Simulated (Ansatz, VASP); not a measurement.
BiSb2O2 in VASP and in Ansatz

```
Sb Bi O
1.0
     4.74825    0.00000    0.00000
    -2.37413    4.11211    0.00000
     0.00000    0.00000    6.05650
Sb Bi O
2 1 2
Cartesian
  0.0000 2.7414 0.0000
  2.3741 1.3707 0.0000
  0.0000 0.0000 0.0000
  0.0000 0.0000 1.5856
  0.0000 0.0000 4.4709
```

Alike in both runs: task single point; functional PBE; k mesh 6 × 6 × 4; occupations gaussian, width 0.1 eV; no spin polarisation.

```csv
,VASP,Ansatz
version,VASP 6.6.1,Ansatz 0.2.0
potentials or method,"VASP PAW PBE potentials, release 64 (Sb, Bi_d, O), cutoff 520 eV","scalar-relativistic, plane waves, PAW"
valence electrons in the cell,37,57
```

Ansatz gave:

| Item | Value |
| --- | --- |
| gap on the k mesh at the Fermi level (eV) | none |
| rms of the force components (eV/Å) | 8.755 |

Task: What did VASP give for the same quantities?

Result: gap on the k mesh at the Fermi level (eV): none; rms of the force components (eV/Å): 8.109.

Atom by atom the forces differ by 0.646 eV/Å (rms over components). A gap of «none» marks a metal or a gap that the smearing closes. VASP's potentials hold 37 valence electrons a cell and Ansatz's 57, so a difference there can come from the potentials and not from the codes.

Neither program's run includes spin-orbit coupling.
